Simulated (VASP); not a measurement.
Runs of VASP 6.6.1 on ZnO. The structure is that of space group Fm-3m (No. 225), or close to it. The cells are those of the table. 

```tsv
level	potentials or basis	cell	cutoff (eV)	smearing	second run	gap on the mesh (eV)	pressure (GPa)
PBE	VASP PAW PBE potentials, release 64 (Zn, O)	a = 3.018, b = 3.042, c = 3.042 Å, angles 59.5, 60.3, 60.3°, 2 atoms	520	fermi-dirac 0.02 eV	-	0.80	6.0
r2SCAN	VASP PAW PBE potentials, release 64 (Zn, O)	a = 3.018, b = 3.042, c = 3.042 Å, angles 59.5, 60.3, 60.3°, 2 atoms	520	gaussian 0.01 eV	-	1.42	-1.5
r2SCAN	VASP PAW PBE potentials, release 64 (Zn, O)	a = 2.968 Å, angles 61.1°, 2 atoms	520	gaussian 0.01 eV	-	1.66	6.6
r2SCAN	VASP PAW PBE potentials, release 64 (Zn, O)	a = 3.099, b = 3.099, c = 3.018 Å, angles 60.9, 60.9, 58.3°, 2 atoms	520	gaussian 0.01 eV	-	1.17	-7.0
PBE	VASP PAW PBE potentials, release 64 (Zn, O_h)	a = 3.018, b = 3.042, c = 3.042 Å, angles 59.5, 60.3, 60.3°, 2 atoms	910	fermi-dirac 0.02 eV	hard_potentials	0.80	(b)
PBE	VASP PAW PBE potentials, release 64 (Zn, O_h)	a = 2.968 Å, angles 61.1°, 2 atoms	910	fermi-dirac 0.02 eV	hard_potentials	1.02	14.3
PBE	VASP PAW PBE potentials, release 64 (Zn, O)	a = 2.968 Å, angles 61.1°, 2 atoms	520	fermi-dirac 0.02 eV	-	1.02	14.6
PBE	VASP PAW PBE potentials, release 64 (Zn, O)	a = 3.099, b = 3.099, c = 3.018 Å, angles 60.9, 60.9, 58.3°, 2 atoms	520	fermi-dirac 0.02 eV	-	0.56	(a)
```

Alike in all rows: task single point; no spin polarisation; k mesh 10 × 10 × 10.

Q: Estimate the missing entries.

A: (a) 0.2; (b) 5.7.

Caveats: the PAW data sets were made with another functional, which shifts forces and pressure a little (some runs); the cutoff is under 1.25 times the usual one of these potentials, so pressure, stress and relaxed cells hold a basis-set (Pulay) error (some runs).

A k mesh can miss the band edges.
